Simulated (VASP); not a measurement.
# Si16Ge (a cell with a defect) in VASP: further runs

Si16Ge (a cell with a defect) is run at these levels: PBEsol; tasks: single point.

Everything below comes from runs of VASP 6.6.1. Logs are shortened: lines on timing, memory, paths and dates and some standing lists are left out, and cuts for length are marked.

## (1) The cell of the first run

The cell holds a defect, 17 atoms: a = 7.679 Å, b = 7.679 Å, c = 7.679 Å, α = 60.00°, β = 60.00°, γ = 60.00°.

## (2) Single point, PBEsol

Input file INCAR:

```
SYSTEM = Si16Ge
PREC = Accurate
ENCUT = 520
EDIFF = 1E-7
ISMEAR = -1
SIGMA = 0.05
LREAL = Auto
LASPH = .True.
NELM = 80
ALGO = Normal
ISIF = 2
LWAVE = .False.
LCHARG = .False.
GGA = PS
NBANDS = 53
```

Input file KPOINTS:

```
regular mesh
0
Gamma
  2 2 2
  0 0 0
```

Input file POSCAR:

```
Si16Ge
1.0
    0.0000000000      5.4300000000      5.4300000000
    5.4300000000      0.0000000000      5.4300000000
    5.4300000000      5.4300000000      0.0000000000
Si Ge
16 1
Direct
    0.0002183951      0.0008845211     -0.0021095188
    0.1201246261      0.1209823436      0.1292113390
    0.0003115865      0.0009697807      0.5005270782
    0.1247665643      0.1251351123      0.6248931286
   -0.0118158249      0.5040615590      0.0035569774
    0.1201196989      0.6295589848      0.1291915264
    0.0002951825      0.4981235809      0.5005098445
    0.1201558299      0.6296568145      0.6204305556
    0.5031778687     -0.0106904234      0.0034197694
    0.6288864586      0.1209456009      0.1290630868
    0.4977670049      0.0008556184      0.5003969039
    0.6289942536      0.1209724654      0.6203823109
    0.5031554566      0.5039283245      0.0033971538
    0.6242827461      0.6254339972      0.1246355921
    0.5032751211      0.5040282880      0.4885294903
    0.6289750616      0.6295256536      0.6203765905
    0.3742637707      0.3754451784      0.8746235713
```

Potentials or basis: VASP PAW PBE potentials, release 64 (Si, Ge_d).

Command:

```
> cat potpaw_PBE.64/Si/POTCAR potpaw_PBE.64/Ge_d/POTCAR > POTCAR
> mpirun -np 1 vasp_std > vasp.out
```

OUTCAR:

```text
SYSTEM = Si16Ge
   PREC = Accurate
   ENCUT = 520
   EDIFF = 1E-7
   ISMEAR = -1
   LREAL = Auto
   LASPH = .True.
   NELM = 80
   ISIF = 2
   GGA = PS

 ion  position               nearest neighbor table
   1  0.000  0.001  0.998-   2 2.33   6 2.33  10 2.33   4 2.34
   2  0.120  0.121  0.129-   3 2.33   1 2.33   9 2.40   5 2.40  17 2.76
   3  0.000  0.001  0.501-   8 2.33   2 2.33  12 2.33   4 2.34
   4  0.125  0.125  0.625-   3 2.34   7 2.34   1 2.34  11 2.34
   5  0.988  0.504  0.004-  14 2.28   6 2.40   2 2.40   8 2.40  17 2.42
   6  0.120  0.630  0.129-   7 2.33   1 2.33  13 2.40   5 2.40  17 2.76
   7  0.000  0.498  0.501-   8 2.33   6 2.33  16 2.33   4 2.34
   8  0.120  0.630  0.620-   3 2.33   7 2.33  15 2.40   5 2.40  17 2.76
   9  0.503  0.989  0.003-  14 2.28  10 2.40  12 2.40   2 2.40  17 2.42
  10  0.629  0.121  0.129-   1 2.33  11 2.33  13 2.40   9 2.40  17 2.76
  11  0.498  0.001  0.500-  12 2.33  16 2.33  10 2.33   4 2.34
  12  0.629  0.121  0.620-   3 2.33  11 2.33   9 2.40  15 2.40  17 2.76
  13  0.503  0.504  0.003-  14 2.28  10 2.40  16 2.40   6 2.40  17 2.42
  14  0.624  0.625  0.125-  13 2.28   9 2.28  15 2.28   5 2.28
  15  0.503  0.504  0.489-  14 2.28  16 2.40  12 2.40   8 2.40  17 2.42
  16  0.629  0.630  0.620-   7 2.33  11 2.33  13 2.40  15 2.40  17 2.76
  17  0.374  0.375  0.875-   5 2.42  15 2.42   9 2.42  13 2.42   8 2.76   2 2.76   6 2.76  12 2.76
                            16 2.76  10 2.76

  LATTYP: Found a face centered cubic cell.
 ALAT       =    10.8600000000

  Lattice vectors:

 A1 = (   0.0000000000,   5.4300000000,   5.4300000000)
 A2 = (   5.4300000000,   0.0000000000,   5.4300000000)
 A3 = (   5.4300000000,   5.4300000000,   0.0000000000)

Analysis of symmetry for initial positions (statically):
=====================================================================
 Subroutine PRICEL returns:
 Original cell was already a primitive cell.

 Routine SETGRP: Setting up the symmetry group for a
 face centered cubic supercell.

 Subroutine GETGRP returns: Found  1 space group operations
 (whereof  1 operations were pure point group operations)
 out of a pool of 48 trial point group operations.

The static configuration has the point symmetry C_1 .

Analysis of symmetry for dynamics (positions and initial velocities):
[... 126 lines left out ...]
   EDIFFG = 0.1E-05   stopping-criterion for IOM
   NSW    =      0    number of steps for IOM
   IBRION =     -1    ionic relax: 0-MD 1-quasi-New 2-CG
   NFREE  =      0    steps in history (QN), initial steepest desc. (CG)
   ISIF   =      2    stress and relaxation
   ISYM   =      2    0-nonsym 1-usesym 2-fastsym
   POTIM  = 0.5000    time-step for ionic-motion
   TEBEG  =    0.0;   TEEND  =   0.0 temperature during run
   PSTRESS=    0.0 pullay stress
   NELECT =      78.0000    total number of electrons
   NUPDOWN=      -1.0000    fix difference up-down
   EMIN   =  10.00;   EMAX   =-10.00  energy-range for DOS
   EFERMI =   0.00;   METHOD = LEGACY
   ISMEAR =    -1;   SIGMA  =   0.05  broadening in eV -4-tet -1-fermi 0-gaus
   EFERMI_NEDOS =   21; number of points for ismear=-14 and -15
   IALGO  =     38    algorithm
   IMIX   =      4    mixing-type and parameters
     AMIX     =   0.40;   BMIX     =  1.00
     AMIX_MAG =   1.60;   BMIX_MAG =  1.00
  volume/ion in A,a.u.               =      18.84       127.11
  Fermi-wavevector in a.u.,A,eV,Ry     =   1.022421  1.932096 14.222785  1.045345
  Thomas-Fermi vector in A             =   2.156100
   LORBIT       =      0    0 simple, 1 ext, 2 COOP (PROOUT), +10 PAW based schemes
   GGA     = PS    functional components
   LHFCALC =     F    Hartree Fock is set to
   AEXX    =    0.0000 exact exchange contribution
   IVDW    =     0    specifies the selected vdW correction
   LEPSILON=     F    determine dielectric tensor
   LRPA    =     F    only Hartree local field effects (RPA)
 non-spin polarized calculation
  energy-cutoff  :      520.00
  volume of cell :      320.21
 maximum number of plane-waves:      8646
 NGX is ok and might be reduce to    60
   NGX = 29   NGY = 29   NGZ = 29

 number of electron      77.9999997 magnetization

 Free energy of the ion-electron system (eV)
  ---------------------------------------------------
  ext. energy  EPLUGINS =         0.00000000
  ---------------------------------------------------
  free energy    TOTEN  =       -92.80387060 eV

  energy without entropy =      -92.76993622  energy(sigma->0) =      -92.78690341

 E-fermi :   6.7694     XC(G=0):  -9.8831

 val. band max:        6.5595536688   @ k =   0.0000   0.0000   0.0000
 cond. band min:       6.7996848834   @ k =   0.0000   0.0000   0.0000
 fundamental gap:      0.2401312145
 Fermi energy:         6.7693775715

 k-point     1 :       0.0000    0.0000    0.0000
  band No.  band energies     occupation
      1     -18.2566      2.00000
      2     -18.2565      2.00000
      3     -18.2565      2.00000
      4     -18.2425      2.00000
      5     -18.2425      2.00000
      6      -6.6128      2.00000
[... 421 lines left out ...]
     50      10.2124      0.00000
     51      10.2134      0.00000
 [bands above 51 left out]

------------------------ aborting loop because EDIFF is reached ----------------------------------------

  FORCE on cell =-STRESS in cart. coord.  units (eV):
  Direction    XX          YY          ZZ          XY          YZ          ZX
  --------------------------------------------------------------------------------------
  -------------------------------------------------------------------------------------
  Total        9.5202195      9.5169739      9.5193799      0.0004388     -0.0002844      0.0018595
  in kB       47.6352073     47.6189675     47.6310062      0.0021954     -0.0014232      0.0093040
  external PRESSURE =      47.6283937 kB  Pullay stress =       0.0000000 kB

 VOLUME and BASIS-vectors are now :
 -----------------------------------------------------------------------------
  energy-cutoff  :      520.00
  volume of cell :      320.21
      direct lattice vectors                 reciprocal lattice vectors
     0.000000000  5.430000000  5.430000000    -0.092081031  0.092081031  0.092081031
     5.430000000  0.000000000  5.430000000     0.092081031 -0.092081031  0.092081031
     5.430000000  5.430000000  0.000000000     0.092081031  0.092081031 -0.092081031

 POSITION                                       TOTAL-FORCE (eV/Angst)
 -----------------------------------------------------------------------------------
      5.42335      5.41973      0.00599        -0.001239     -0.001110      0.001302
      1.35855      1.35389      1.30921        -0.000400     -0.000929      0.002700
      2.72313      2.71955      0.00696         0.000821      0.000190      0.000769
      4.07265      4.07065      1.35697        -0.000086      0.000703      0.000335
      2.75637      5.38515      8.10289        -0.001975      0.001838      0.001784
      4.12002      1.35376      4.07076        -0.003579     -0.001748     -0.000667
[... 9 lines left out ...]
      6.78697      6.78398      6.83366         0.000596     -0.001889     -0.003552
      6.78787      6.78146      4.07092        -0.000062      0.002033      0.000664
 -----------------------------------------------------------------------------------
    total drift:                                0.000466     -0.001956     -0.002493

  FREE ENERGIE OF THE ION-ELECTRON SYSTEM (eV)
  ---------------------------------------------------
  free  energy   TOTEN  =       -92.8038705963 eV

  energy  without entropy=      -92.7699362240  energy(sigma->0) =      -92.78690341
```

stdout:

```text
POSCAR found type information on POSCAR SiGe
 POSCAR found :  2 types and      17 ions
 scaLAPACK will be used
 -----------------------------------------------------------------------------
|                                                                             |
|                                                                             |
|     You enforced a specific xc type in the INCAR file but a different       |
|     I HOPE YOU KNOW WHAT YOU ARE DOING!                                     |
|                                                                             |
 -----------------------------------------------------------------------------

 LDA part: xc-table for (Slater+PW92), standard interpolation
 POSCAR, INCAR and KPOINTS ok, starting setup
 FFT: planning ... GRIDC
 FFT: planning ... GRID_SOFT
 FFT: planning ... GRID
 WAVECAR not read
 entering main loop
```

It took 8.7 min on 1 thread of Intel Xeon 8259CL, shared host; peak memory 0.5 GiB.

Results:

```yaml
Free_energy: -92.8039 eV
Pressure: 4.8 GPa
Largest_force: 0.006 eV/Å
Band_gap_on_the_k_mesh: zero (bands 39 and 40 overlap by 0.31 eV)
```

Forces on the atoms (eV/Å):
```
Si  -0.001 -0.001  0.001
Si   0.000 -0.001  0.003
Si   0.001  0.000  0.001
Si   0.000  0.001  0.000
Si  -0.002  0.002  0.002
Si  -0.004 -0.002 -0.001
Si  -0.001  0.000 -0.001
Si   0.000  0.003  0.000
Si   0.001 -0.001  0.000
Si   0.000 -0.005 -0.001
Si   0.001 -0.001 -0.002
Si   0.004 -0.002 -0.001
Si   0.000 -0.001  0.000
Si   0.000  0.006  0.002
Si   0.002  0.002 -0.002
Si   0.001 -0.002 -0.004
Ge   0.000  0.002  0.001
```

Caveat: the k points lie up to 0.50 Å⁻¹ apart; the PAW data sets were made with another functional, which shifts forces and pressure a little.

(Part 1 of 2 ends here.)
